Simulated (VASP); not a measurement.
# WS2 in VASP: further runs

Runs on WS2. Level: PBEsol. Tasks: single point.

Everything below comes from runs of VASP 6.6.1. Logs are shortened: lines on timing, memory, paths and dates and some standing lists are left out, and cuts for length are marked.

## 1. The cell of the first run

The cell holds a slab with vacuum, 3 atoms: a = 3.184 Å, b = 3.184 Å, c = 16.951 Å, α = 90.00°, β = 90.00°, γ = 120.00°.

## 2. Single point, PBEsol (mode 6 (348.2 1/cm) frozen in, largest displacement -0.150 Å)

File INCAR:

```
ALGO = Normal
EDIFF = 1E-6
ENCUT = 520
GGA = PS
ISIF = 2
ISMEAR = 0
LASPH = T
LCHARG = T
LELF = T
LREAL = F
LVHAR = T
LWAVE = F
NBANDS = 20
NELM = 80
PREC = Accurate
SIGMA = 0.05
```

File KPOINTS:

```
k-points
0
Gamma
  12 12 2
```

File POSCAR:

```
WS2
1.0
    3.1835163552      0.0000000000      0.0000000000
   -1.5917581776      2.7570060369      0.0000000000
    0.0000000000      0.0000000000     16.9505778900
W S
1 2
Direct
    0.3497671212      0.6666666667      0.0000000000
    0.6195489568      0.3333333333      0.9079994900
    0.6195489568      0.3333333333      0.0920005100
```

Potentials or basis: VASP PAW PBE potentials, release 64 (W_sv, S).

Started as:

```
> cat potpaw_PBE.64/W_sv/POTCAR potpaw_PBE.64/S/POTCAR > POTCAR
> mpirun -np 1 vasp_std > vasp.out
```

OUTCAR:

```text
EDIFF = 1E-6
   ENCUT = 520
   GGA = PS
   ISIF = 2
   ISMEAR = 0
   LASPH = T
   LREAL = F
   NELM = 80
   PREC = Accurate

 ion  position               nearest neighbor table
   1  0.350  0.667  0.000-   2 2.28   3 2.28   2 2.42   3 2.42   2 2.55   3 2.55
   2  0.620  0.333  0.908-   1 2.28   1 2.42   1 2.55
   3  0.620  0.333  0.092-   1 2.28   1 2.42   1 2.55

  LATTYP: Found a hexagonal cell.
 ALAT       =     3.1835163552
 C/A-ratio  =     5.3244827413

  Lattice vectors:

 A1 = (   3.1835163552,   0.0000000000,   0.0000000000)
 A2 = (  -1.5917581776,   2.7570060369,   0.0000000000)
 A3 = (   0.0000000000,   0.0000000000,  16.9505778900)

Analysis of symmetry for initial positions (statically):
=====================================================================
 Subroutine PRICEL returns:
 Original cell was already a primitive cell.

 Routine SETGRP: Setting up the symmetry group for a
 hexagonal supercell.

 Subroutine GETGRP returns: Found  2 space group operations
 (whereof  2 operations were pure point group operations)
 out of a pool of 24 trial point group operations.

The static configuration has the point symmetry C_1h.

Analysis of symmetry for dynamics (positions and initial velocities):
=====================================================================
 Subroutine PRICEL returns:
 Original cell was already a primitive cell.

 Routine SETGRP: Setting up the symmetry group for a
 hexagonal supercell.

 Subroutine GETGRP returns: Found  2 space group operations
 (whereof  2 operations were pure point group operations)
 out of a pool of 24 trial point group operations.

The dynamic configuration has the point symmetry C_1h.

 Subroutine INISYM returns: Found  2 space group operations
 (whereof  2 operations are pure point group operations),
 and found     1 'primitive' translations

----------------------------------------------------------------------------------------

                                     Primitive cell

  volume of cell :     148.7748

  direct lattice vectors                    reciprocal lattice vectors
     3.183516355  0.000000000  0.000000000     0.314118066  0.181356150  0.000000000
    -1.591758178  2.757006037  0.000000000     0.000000000  0.362712300  0.000000000
     0.000000000  0.000000000 16.950577890     0.000000000  0.000000000  0.058995039

  length of vectors
     3.183516355  3.183516355 16.950577890     0.362712300  0.362712300  0.058995039

  position of ions in fractional coordinates (direct lattice)
     0.349767121  0.666666667  0.000000000
     0.619548957  0.333333333  0.907999490
     0.619548957  0.333333333  0.092000510

  ion indices of the primitive-cell ions
   primitive index   ion index
                 1           1
                 2           2
                 3           3

----------------------------------------------------------------------------------------

 KPOINTS: k-points

Automatic generation of k-mesh.
 Grid dimensions read from file:
 generate k-points for:   12   12    2

 Generating k-lattice:

  Cartesian coordinates                     Fractional coordinates (reciprocal lattice)
     0.026176505  0.015113012  0.000000000     0.083333333 -0.000000000  0.000000000
     0.000000000  0.030226025  0.000000000     0.000000000  0.083333333  0.000000000
     0.000000000  0.000000000  0.029497519     0.000000000  0.000000000  0.500000000

  Length of vectors
     0.030226025  0.030226025  0.029497519

  Shift w.r.t. Gamma in fractional coordinates (k-lattice)
     0.000000000  0.000000000  0.000000000

 Subroutine IBZKPT returns following result:
 ===========================================

 Found    148 irreducible k-points:

 Following reciprocal coordinates:
            Coordinates               Weight
  0.000000  0.000000  0.000000      1.000000
  0.083333  0.000000  0.000000      2.000000
  0.000000  0.083333  0.000000      2.000000
 -0.083333  0.083333  0.000000      2.000000
  0.166667  0.000000  0.000000      2.000000
  0.000000  0.166667  0.000000      2.000000
[... 16 lines left out ...]
  0.166667  0.083333  0.000000      2.000000
 -0.083333  0.250000  0.000000      2.000000
 [... further k-points ...]
   k-points           NKPTS =    148   k-points in BZ     NKDIM =    148   number of bands    NBANDS=     20
   number of dos      NEDOS =    301   number of ions     NIONS =      3
   total plane-waves  NPLWV =  72576
   dimension x,y,z NGX =    24 NGY =   24 NGZ =  126
   dimension x,y,z NGXF=    48 NGYF=   48 NGZF=  252
   ions per type =               1   2
   NGX,Y,Z   is equivalent  to a cutoff of  12.53, 12.53, 12.36 a.u.
   NGXF,Y,Z  is equivalent  to a cutoff of  25.07, 25.07, 24.72 a.u.
 SYSTEM =  unknown system
   PREC   = accura    normal or accurate (medium, high low for compatibility)
   ISTART =      0    job   : 0-new  1-cont  2-samecut
   ICHARG =      2    charge: 1-file 2-atom 10-const
   ISPIN  =      1    spin polarized calculation?
   LNONCOLLINEAR =      F non collinear calculations
   LSORBIT =      F    spin-orbit coupling
   LASPH  =      T    aspherical Exc in radial PAW
   ENCUT  =  520.0 eV  38.22 Ry    6.18 a.u.   5.92  5.92 31.52*2*pi/ulx,y,z
   NELM   =     80;   NELMIN=  2; NELMDL= -5     # of ELM steps
   EDIFF  = 0.1E-05   stopping-criterion for ELM
   LREAL  =      F    real-space projection
   EDIFFG = 0.1E-04   stopping-criterion for IOM
   NSW    =      0    number of steps for IOM
   IBRION =     -1    ionic relax: 0-MD 1-quasi-New 2-CG
   NFREE  =      0    steps in history (QN), initial steepest desc. (CG)
   ISIF   =      2    stress and relaxation
   ISYM   =      2    0-nonsym 1-usesym 2-fastsym
   POTIM  = 0.5000    time-step for ionic-motion
   TEBEG  =    0.0;   TEEND  =   0.0 temperature during run
   PSTRESS=    0.0 pullay stress
   NELECT =      26.0000    total number of electrons
   NUPDOWN=      -1.0000    fix difference up-down
   EMIN   =  10.00;   EMAX   =-10.00  energy-range for DOS
   EFERMI =   0.00;   METHOD = LEGACY
   ISMEAR =     0;   SIGMA  =   0.05  broadening in eV -4-tet -1-fermi 0-gaus
   EFERMI_NEDOS =   21; number of points for ismear=-14 and -15
   IALGO  =     38    algorithm
   IMIX   =      4    mixing-type and parameters
     AMIX     =   0.40;   BMIX     =  1.00
     AMIX_MAG =   1.60;   BMIX_MAG =  1.00
  volume/ion in A,a.u.               =      49.59       334.66
  Fermi-wavevector in a.u.,A,eV,Ry     =   0.915285  1.729637 11.398226  0.837746
  Thomas-Fermi vector in A             =   2.040009
   LORBIT       =      0    0 simple, 1 ext, 2 COOP (PROOUT), +10 PAW based schemes
   GGA     = PS    functional components
   LHFCALC =     F    Hartree Fock is set to
   AEXX    =    0.0000 exact exchange contribution
   IVDW    =     0    specifies the selected vdW correction
   LEPSILON=     F    determine dielectric tensor
   LRPA    =     F    only Hartree local field effects (RPA)
 non-spin polarized calculation
 Gauss-broadening in eV      SIGMA  =   0.05
  energy-cutoff  :      520.00
  volume of cell :      148.77
 maximum number of plane-waves:      4032
   NGX = 11   NGY = 11   NGZ = 63

 number of electron      25.9999999 magnetization

 Free energy of the ion-electron system (eV)
  ---------------------------------------------------
  ext. energy  EPLUGINS =         0.00000000
  ---------------------------------------------------
  free energy    TOTEN  =       -24.80812515 eV

  energy without entropy =      -24.80812515  energy(sigma->0) =      -24.80812515

 E-fermi :  -0.8182     XC(G=0):  -4.5491

 val. band max:       -1.1784753294   @ k =   0.3333   0.3333   0.0000
 cond. band min:       0.5150602531   @ k =   0.0000   0.0000   0.5000
 fundamental gap:      1.6935355825
 Fermi energy:        -0.8182007974

 k-point     1 :       0.0000    0.0000    0.0000
  band No.  band energies     occupation
      1     -75.2094      2.00000
      2     -39.4949      2.00000
      3     -39.3305      2.00000
      4     -39.2851      2.00000
      5     -16.0339      2.00000
      6     -14.3442      2.00000
[... 12 lines left out ...]
     19       4.3270      0.00000
     20       4.5815      0.00000

 k-point     2 :       0.0833    0.0000    0.0000
  band No.  band energies     occupation
      1     -75.2083      2.00000
      2     -39.4911      2.00000
      3     -39.3365      2.00000
      4     -39.3065      2.00000
      5     -15.9256      2.00000
      6     -14.2939      2.00000
[... 12 lines left out ...]
     19       4.4599      0.00000
     20       4.9283      0.00000

 k-point     3 :       0.0000    0.0833    0.0000
  band No.  band energies     occupation
      1     -75.2083      2.00000
      2     -39.4908      2.00000
      3     -39.3488      2.00000
      4     -39.2953      2.00000
      5     -15.9170      2.00000
      6     -14.3049      2.00000
[... 12 lines left out ...]
     19       4.4682      0.00000
     20       4.9469      0.00000

 k-point     4 :      -0.0833    0.0833    0.0000
  band No.  band energies     occupation
      1     -75.2083      2.00000
      2     -39.4906      2.00000
      3     -39.3527      2.00000
      4     -39.2921      2.00000
      5     -15.9118      2.00000
      6     -14.3125      2.00000
[... 12 lines left out ...]
     19       4.4722      0.00000
     20       4.8910      0.00000

 k-point     5 :       0.1667    0.0000    0.0000
  band No.  band energies     occupation
      1     -75.2053      2.00000
      2     -39.4805      2.00000
      3     -39.3717      2.00000
      4     -39.3460      2.00000
      5     -15.6183      2.00000
      6     -14.1496      2.00000
[... 12 lines left out ...]
     19       4.8463      0.00000
     20       5.6488      0.00000
[... 353 lines left out ...]
      6     -14.2547      2.00000
[... 12 lines left out ...]
     19       4.7586      0.00000
     20       5.4639      0.00000

 k-point    22 :      -0.1667    0.0833    0.0000
  band No.  band energies     occupation
      1     -75.2062      2.00000
      2     -39.4831      2.00000
      3     -39.3782      2.00000
      4     -39.3182      2.00000
      5     -15.6985      2.00000
      6     -14.2230      2.00000
[... 12 lines left out ...]
     19       4.7354      0.00000
     20       5.4599      0.00000

 k-point    23 :       0.1667    0.0833    0.0000
  band No.  band energies     occupation
      1     -75.2027      2.00000
      2     -39.4713      2.00000
      3     -39.4159      2.00000
      4     -39.3661      2.00000
      5     -15.3332      2.00000
      6     -14.0149      2.00000
[... 12 lines left out ...]
     19       5.2095      0.00000
     20       6.1015      0.00000

 k-point    24 :      -0.0833    0.2500    0.0000
  band No.  band energies     occupation
      1     -75.2025      2.00000
      2     -39.4686      2.00000
      3     -39.4669      2.00000
      4     -39.3239      2.00000
      5     -15.2500      2.00000
      6     -14.1305      2.00000
[... 12 lines left out ...]
     19       5.3015      0.00000
     20       6.1000      0.00000

 [... further k-points ...]
[... 5 lines left out ...]
  --------------------------------------------------------------------------------------
  -------------------------------------------------------------------------------------
  Total       -0.6555831     -0.5454749      1.2313227     -1.4451662      0.0000000      0.0000000
  in kB       -7.0600706     -5.8742986     13.2602938    -15.5632060      0.0000000      0.0000000
  external PRESSURE =       0.1086416 kB  Pullay stress =       0.0000000 kB

 VOLUME and BASIS-vectors are now :
 -----------------------------------------------------------------------------
  energy-cutoff  :      520.00
  volume of cell :      148.77
      direct lattice vectors                 reciprocal lattice vectors
     3.183516355  0.000000000  0.000000000     0.314118066  0.181356150  0.000000000
    -1.591758178  2.757006037  0.000000000     0.000000000  0.362712300  0.000000000
     0.000000000  0.000000000 16.950577890     0.000000000  0.000000000  0.058995039

 POSITION                                       TOTAL-FORCE (eV/Angst)
 -----------------------------------------------------------------------------------
      0.05232      1.83800      0.00000        -4.155284      0.203740      0.000000
      1.44176      0.91900     15.39112         2.077642     -0.101870     -0.403532
      1.44176      0.91900      1.55946         2.077642     -0.101870      0.403532
 -----------------------------------------------------------------------------------
    total drift:                               -0.000009      0.000010     -0.000000

  FREE ENERGIE OF THE ION-ELECTRON SYSTEM (eV)
  ---------------------------------------------------
  free  energy   TOTEN  =       -24.8081251533 eV

  energy  without entropy=      -24.8081251533  energy(sigma->0) =      -24.80812515
```

It took 4.1 min on 1 thread of Intel Xeon 6975P-C (Granite Rapids), shared host; peak memory 0.55 GiB.

Results:

| Quantity | Value |
| --- | --- |
| Free energy | -24.8081 eV |
| Largest force | 4.160 eV/Å |
| Band gap on the k mesh | 1.69 eV, indirect (least direct gap 1.74 eV) |

Forces on the atoms (eV/Å):
```
W   -4.155  0.204  0.000
S    2.078 -0.102 -0.404
S    2.078 -0.102  0.404
```

Caveat: the cell differs from its parent crystal (mode 6 (348.2 1/cm) frozen in, largest displacement -0.150 Å); the PAW data sets were made with another functional, which shifts forces and pressure a little; spin-orbit coupling is left out, which moves the levels of the heavy elements.

## 3. Single point, PBEsol (mode 6 (348.2 1/cm) frozen in, largest displacement +0.188 Å)

File INCAR:

```
SYSTEM = WS2
PREC = Accurate ; ENCUT = 520
EDIFF = 1E-6 ; ISMEAR = 0
SIGMA = 0.05 ; LREAL = .FALSE.
LASPH = .TRUE. ; NELM = 80
ALGO = Normal ; ISIF = 2
LWAVE = .FALSE. ; LCHARG = .TRUE.
GGA = PS ; LELF = .TRUE.
LVHAR = .TRUE. ; NBANDS = 20
```

File KPOINTS:

```
Automatic mesh
0
G
  12 12 2
  0 0 0
```

File POSCAR:

```
WS2
1.0
    3.1835163552      0.0000000000      0.0000000000
   -1.5917581776      2.7570060369      0.0000000000
    0.0000000000      0.0000000000     16.9505778900
W S
1 2
Direct
    0.3127910985      0.6666666667      0.0000000000
    0.7255638040      0.3333333333      0.9079994900
    0.7255638040      0.3333333333      0.0920005100
```

Potentials or basis: VASP PAW PBE potentials, release 64 (W_sv, S).

Started as:

```
> cat potpaw_PBE.64/W_sv/POTCAR potpaw_PBE.64/S/POTCAR > POTCAR
> mpirun -np 1 vasp_std > vasp.out
```

OUTCAR:

```text
SYSTEM = WS2
   PREC = Accurate
   ENCUT = 520
   EDIFF = 1E-6
   ISMEAR = 0
   LREAL = .FALSE.
   LASPH = .TRUE.
   NELM = 80
   ISIF = 2
   GGA = PS

 ion  position               nearest neighbor table
   1  0.313  0.667  0.000-   2 2.25   3 2.25   2 2.42   3 2.42   2 2.58   3 2.58
   2  0.726  0.333  0.908-   1 2.25   1 2.42   1 2.58
   3  0.726  0.333  0.092-   1 2.25   1 2.42   1 2.58

  LATTYP: Found a hexagonal cell.
 ALAT       =     3.1835163552
 C/A-ratio  =     5.3244827413

  Lattice vectors:

 A1 = (   3.1835163552,   0.0000000000,   0.0000000000)
 A2 = (  -1.5917581776,   2.7570060369,   0.0000000000)
 A3 = (   0.0000000000,   0.0000000000,  16.9505778900)

Analysis of symmetry for initial positions (statically):
=====================================================================
 Subroutine PRICEL returns:
 Original cell was already a primitive cell.

 Routine SETGRP: Setting up the symmetry group for a
 hexagonal supercell.

 Subroutine GETGRP returns: Found  2 space group operations
 (whereof  2 operations were pure point group operations)
[... 158 lines left out ...]
 Free energy of the ion-electron system (eV)
  ---------------------------------------------------
  ext. energy  EPLUGINS =         0.00000000
  ---------------------------------------------------
  free energy    TOTEN  =       -24.57397058 eV

  energy without entropy =      -24.57397058  energy(sigma->0) =      -24.57397058

 E-fermi :  -0.8159     XC(G=0):  -4.5477

 val. band max:       -1.1217134279   @ k =   0.3333   0.3333   0.0000
 cond. band min:       0.2479440172   @ k =   0.0000   0.0000   0.5000
 fundamental gap:      1.3696574451
 Fermi energy:        -0.8159480858

 k-point     1 :       0.0000    0.0000    0.0000
  band No.  band energies     occupation
      1     -75.1952      2.00000
      2     -39.5041      2.00000
      3     -39.3260      2.00000
      4     -39.2659      2.00000
      5     -16.0337      2.00000
      6     -14.3413      2.00000
[... 541 lines left out ...]
     19       5.2447      0.00000
     20       6.1592      0.00000

 [... further k-points ...]
[... 5 lines left out ...]
  --------------------------------------------------------------------------------------
  -------------------------------------------------------------------------------------
  Total       -0.3053274     -0.1464742      2.1118624      1.8549419      0.0000000      0.0000000
  in kB       -3.2881149     -1.5774021     22.7429552     19.9761407      0.0000000      0.0000000
  external PRESSURE =       5.9591461 kB  Pullay stress =       0.0000000 kB

 VOLUME and BASIS-vectors are now :
 -----------------------------------------------------------------------------
  energy-cutoff  :      520.00
  volume of cell :      148.77
      direct lattice vectors                 reciprocal lattice vectors
     3.183516355  0.000000000  0.000000000     0.314118066  0.181356150  0.000000000
    -1.591758178  2.757006037  0.000000000     0.000000000  0.362712300  0.000000000
     0.000000000  0.000000000 16.950577890     0.000000000  0.000000000  0.058995039

 POSITION                                       TOTAL-FORCE (eV/Angst)
 -----------------------------------------------------------------------------------
     -0.06540      1.83800      0.00000         5.093211      0.325468      0.000000
      1.77926      0.91900     15.39112        -2.546605     -0.162734     -0.685795
      1.77926      0.91900      1.55946        -2.546605     -0.162734      0.685795
 -----------------------------------------------------------------------------------
    total drift:                                0.000164     -0.000002     -0.000000

  FREE ENERGIE OF THE ION-ELECTRON SYSTEM (eV)
  ---------------------------------------------------
  free  energy   TOTEN  =       -24.5739705770 eV

  energy  without entropy=      -24.5739705770  energy(sigma->0) =      -24.57397058
```

OSZICAR:

```text
N       E                     dE             d eps       ncg     rms          rms(c)
DAV:   1     0.176686248387E+03    0.17669E+03   -0.13870E+04  7112   0.108E+03
DAV:   2    -0.124749768585E+02   -0.18916E+03   -0.18390E+03  7792   0.257E+02
DAV:   3    -0.256867987371E+02   -0.13212E+02   -0.13121E+02  7812   0.663E+01
[... 14 lines left out ...]
DAV:  18    -0.245739445509E+02   -0.29070E-04   -0.10453E-06  5852   0.454E-03    0.337E-03
DAV:  19    -0.245739623495E+02   -0.17799E-04   -0.10013E-06  5984   0.343E-03    0.249E-03
DAV:  20    -0.245739689543E+02   -0.66047E-05   -0.35503E-07  5808   0.185E-03    0.228E-03
DAV:  21    -0.245739702813E+02   -0.13270E-05   -0.67022E-08  4732   0.972E-04    0.484E-04
DAV:  22    -0.245739705770E+02   -0.29569E-06   -0.79100E-09  4304   0.388E-04
   1 F= -.24573971E+02 E0= -.24573971E+02  d E =-.224723E-19
```

stdout:

```text
POSCAR found type information on POSCAR W S
 POSCAR found :  2 types and       3 ions
 scaLAPACK will be used
 -----------------------------------------------------------------------------
|                                                                             |
|                                                                             |
|     You enforced a specific xc type in the INCAR file but a different       |
|     I HOPE YOU KNOW WHAT YOU ARE DOING!                                     |
|                                                                             |
 -----------------------------------------------------------------------------

 LDA part: xc-table for (Slater+PW92), standard interpolation
 POSCAR, INCAR and KPOINTS ok, starting setup
 FFT: planning ... GRIDC
 FFT: planning ... GRID_SOFT
 FFT: planning ... GRID
 WAVECAR not read
 entering main loop
```

Wall time 6.9 min (1 thread of Oxide Virtual Turin-like, shared host); peak memory 0.5 GiB.

What came out:

```yaml
Free_energy: -24.5740 eV
Largest_force: 5.104 eV/Å
Band_gap_on_the_k_mesh: 1.37 eV, indirect (least direct gap 1.62 eV)
```

Forces on the atoms (eV/Å):
```
W    5.093  0.325  0.000
S   -2.547 -0.163 -0.686
S   -2.547 -0.163  0.686
```

Caveat: the cell differs from its parent crystal (mode 6 (348.2 1/cm) frozen in, largest displacement +0.188 Å); the PAW data sets were made with another functional, which shifts forces and pressure a little; spin-orbit coupling is left out, which moves the levels of the heavy elements.
